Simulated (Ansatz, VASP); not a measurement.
# CaF2 in VASP and in Ansatz

INCAR

```
SYSTEM = CaF2
PREC = Accurate
ENCUT = 600
EDIFF = 1E-6
ISMEAR = 0
SIGMA = 0.01
LREAL = .False.
LASPH = .True.
NELM = 120
ALGO = Normal
ISIF = 2
LWAVE = .False.
LCHARG = .False.
GGA = PE
NBANDS = 19
GGA_COMPAT = .False.
```

KPOINTS

```
regular mesh
0
Gamma
  6 6 6
  0 0 0
```

POSCAR

```
CaF2
1.0
    3.8622170000      0.0000000000      0.0000000000
    1.9311085000      3.3447780369      0.0000000000
    1.9311085000      1.1149260123      3.1534869753
Ca F
1 2
Direct
    0.0000000000      0.0000000000      0.0000000000
    0.2500000000      0.2500000000      0.2500000000
    0.7500000000      0.7500000000      0.7500000000
```

Input for Ansatz:

```yaml
crystal:
  lattice:
    - [3.862217, 0.0, 0.0]
    - [1.9311085000000003, 3.344778036928123, 0.0]
    - [1.9311085000000003, 1.1149260123093745, 3.1534869753009387]
  atoms:
    - { symbol: Ca, position: [0.0, 0.0, 0.0] }
    - { symbol: F, position: [0.24999999999999992, 0.25000000000000006, 0.25] }
    - { symbol: F, position: [0.7500000000000001, 0.7500000000000001, 0.7499999999999999] }
basis:
  ecutwfc: 450.0
kpoints:
  mp_grid:
    grid: [6, 6, 6]
hamiltonian:
  xc: pbe
  pseudopotentials:
    kind: paw
scf:
  convergence:
    dr2_threshold: 1.0e-10
  occupations:
    method: fixed
output:
  stress: true
```

Alike in both runs: task single point; functional PBE; k mesh 6 × 6 × 6; no spin polarisation.

|  | VASP | Ansatz |
| --- | --- | --- |
| version | VASP 6.6.1 | Ansatz 0.2.0 |
| potentials or method | VASP PAW PBE potentials, release 64 (Ca_sv, F), cutoff 600 eV | plane waves, PAW |
| occupations | gaussian, width 0.01 eV | fixed |
| valence electrons in the cell | 24 | 24 |

```csv
,VASP,Ansatz,Ansatz less VASP
pressure (GPa),2.4,2.2,-0.21
```
